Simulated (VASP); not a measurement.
Wanted: the native input for a VASP 6.6.1 run.

```
Task                   : single point
Functional             : LDA
Potentials or basis    : VASP PAW LDA potentials, release 64 (Al, Cu)
Cutoff                 : 520 eV
k mesh                 : 7 × 7 × 7
Occupations            : fermi-dirac, width 0.1 eV
Spin                   : no spin polarisation
Dipole correction      : no
Further INCAR settings : ALGO = Normal; EDIFF = 1e-06; NBANDS = 26
```

The structure of AlCu3 lies in POSCAR:

```
AlCu3
1.0
    0.0000000000      2.8390522029      2.8390522029
    2.8390522029      0.0000000000      2.8390522029
    2.8390522029      2.8390522029      0.0000000000
Al Cu
1 3
Direct
    0.0000000000      0.0000000000      0.0000000000
    0.5000000000      0.5000000000      0.5000000000
    0.2500000000      0.2500000000      0.2500000000
    0.7500000000      0.7500000000      0.7500000000
```

These files were run (other wordings do the same):

INCAR

```
  ALGO = Normal
  EDIFF = 1E-6
  ENCUT = 520
  ISIF = 2
  ISMEAR = -1
  LASPH = T
  LCHARG = F
  LREAL = F
  LWAVE = F
  NBANDS = 26
  NELM = 80
  PREC = Accurate
  SIGMA = 0.1
```

KPOINTS

```
k-points
0
Gamma
  7 7 7
```

Potentials or basis: VASP PAW LDA potentials, release 64 (Al, Cu).

Command:

```console
$ cat potpaw_LDA.64/Al/POTCAR potpaw_LDA.64/Cu/POTCAR > POTCAR
$ mpirun -np 1 vasp_std > vasp.out
```

Results of the run:

```
Pressure               : 2.4 GPa
Band gap on the k mesh : zero (band 18 reaches 12.97 eV, above the bottom of band 19 at 7.40 eV)
```

Run time: 26 s on 1 thread of AMD EPYC 7R43 64-Core Processor (Zen 3), on a shared host, peak memory 0.12 GiB.
